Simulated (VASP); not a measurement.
A run of VASP 6.6.1 is set up as follows.

File INCAR:

```
  PREC = Accurate
  ENCUT = 520
  EDIFF = 1E-6
  ISMEAR = 0
  SIGMA = 0.01
  LREAL = F
  LASPH = T
  NELM = 80
  ALGO = Normal
  ISIF = 2
  LWAVE = F
  LCHARG = F
  NBANDS = 14
```

File KPOINTS:

```
Automatic mesh
0
Gamma
  4 4 4
```

POSCAR

```
NaCl
1.0
    3.4595458349      0.0000000000      0.0000000000
    0.0000000000      3.4595458349      0.0000000000
    0.0000000000      0.0000000000      3.4595458349
Na Cl
1 1
Direct
    0.0000000000      0.0000000000      0.0000000000
    0.5000000000      0.5000000000      0.5000000000
```

Potentials or basis: VASP PAW LDA potentials, release 64 (Na_pv, Cl).

Launch:

```sh
$ cat potpaw_LDA.64/Na_pv/POTCAR potpaw_LDA.64/Cl/POTCAR > POTCAR
$ mpirun -np 1 vasp_std > vasp.out
```

Estimate the band gap on the k mesh.

3.72 eV (least direct gap 4.26 eV).

What does it give for the pressure?

-2.2 GPa.

Caveat: the k points lie up to 0.45 Å⁻¹ apart. A k mesh can miss the band edges.
